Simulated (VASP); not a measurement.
Here is a VASP 6.6.1 calculation.

Contents of INCAR:

```
  PREC = Accurate
  ENCUT = 520
  EDIFF = 1E-8
  ISMEAR = -1
  SIGMA = 0.03
  LREAL = F
  LASPH = T
  NELM = 100
  ALGO = Normal
  ISIF = 2
  LWAVE = F
  LCHARG = F
  GGA = PE
  LEFG = T
  NBANDS = 17
```

File KPOINTS:

```
Automatic mesh
0
Gamma
  11 11 11
```

The input POSCAR:

```
PbS
1.0
    0.0000000000      3.3222416012      3.3222416012
    3.3222416012      0.0000000000      3.3222416012
    3.3222416012      3.3222416012      0.0000000000
Pb S
1 1
Direct
    0.0000000000      0.0000000000      0.0000000000
    0.2500000000      0.2500000000      0.2500000000
```

Potentials or basis: VASP PAW PBE potentials, release 64 (Pb_d, S).

Command:

```bash
$ cat potpaw_PBE.64/Pb_d/POTCAR potpaw_PBE.64/S/POTCAR > POTCAR
$ mpirun -np 1 vasp_std > vasp.out
```

What does it give for the band gap on the k mesh?

0.92 eV, indirect (least direct gap 1.32 eV).

Estimate the pressure.

0.0 GPa.

Caveat: without QUAD_EFG the Cq values of the log hold for a quadrupole moment of 1 mb, not for the nuclei; spin-orbit coupling is left out, which moves the levels of the heavy elements. A k mesh can miss the band edges.
